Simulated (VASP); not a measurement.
Runs of VASP 6.6.1 on Rh. The structure is that of space group Fm-3m (No. 225), or close to it. The cells are those of the table. 

```tsv
potentials or basis	cell	cutoff (eV)	second run	gap on the mesh (eV)	pressure (GPa)
VASP PAW PBE potentials, release 64 (Rh_pv)	a = 2.668 Å, angles 60.0°, 1 atom	520	-	none	7.7
VASP PAW PBE potentials, release 64 (Rh_sv_GW)	a = 2.668 Å, angles 60.0°, 1 atom	580	valence_matched	none	4.7
VASP PAW PBE potentials, release 64 (Rh_pv)	a = 2.687 Å, angles 60.0°, 1 atom	520	-	none	(a)
VASP PAW PBE potentials, release 64 (Rh_sv_GW)	a = 2.687 Å, angles 60.0°, 1 atom	580	valence_matched	none	-1.7
```

Alike in all rows: task single point; level r2SCAN; no spin polarisation; k mesh 18 × 18 × 18; smearing gaussian 0.05 eV.

Q: Fill in the values left out.

A: (a) 1.1.

Caveats: the PAW data sets were made with another functional, which shifts forces and pressure a little.

A k mesh can miss the band edges, and the runs leave out spin-orbit coupling on Rh.

A gap of «none» marks levels without a gap at the run's occupations.

The runs don't all hold the same shells in valence.
